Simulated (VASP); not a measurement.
A run of VASP 6.6.1 is set up as follows.

INCAR

```
SYSTEM = CdO
PREC = Accurate ; ENCUT = 600
EDIFF = 1E-7 ; ISMEAR = 0
SIGMA = 0.1 ; LREAL = .FALSE.
LASPH = .TRUE. ; NELM = 120
ALGO = Normal ; ISIF = 3
LWAVE = .FALSE. ; LCHARG = .FALSE.
IBRION = 2 ; NSW = 100
EDIFFG = -0.002 ; GGA_COMPAT = .FALSE.
NELMIN = 4
```

Contents of KPOINTS:

```
regular mesh
0
G
  16 16 16
  0 0 0
```

File POSCAR:

```
CdO
1.0
    0.0000000000      2.3609927700      2.3609927700
    2.3609927700      0.0000000000      2.3609927700
    2.3609927700      2.3609927700      0.0000000000
Cd O
1 1
Direct
    0.0000000000      0.0000000000      0.0000000000
    0.5000000000      0.5000000000      0.5000000000
```

Potentials or basis: VASP PAW LDA potentials, release 64 (Cd, O).

Launch:

```bash
$ cat potpaw_LDA.64/Cd/POTCAR potpaw_LDA.64/O/POTCAR > POTCAR
$ mpirun -np 1 vasp_std > vasp.out
```

Q: Estimate the relaxed cell.

A: a = 3.290 Å, b = 3.290 Å, c = 3.290 Å, α = 60.00°, β = 60.00°, γ = 60.00°.

Q: Predict the space group after relaxing (to 0.1 Å).

A: Fm-3m (No. 225).

Q: Estimate the relaxed volume.

A: 12.59 Å³/atom.

Final structure:
```
CELL_PARAMETERS angstrom
0.00000 2.32614 2.32614
2.32614 0.00000 2.32614
2.32614 2.32614 0.00000
ATOMIC_POSITIONS crystal
Cd 0.00000 0.00000 0.00000
O 0.50000 0.50000 0.50000
```
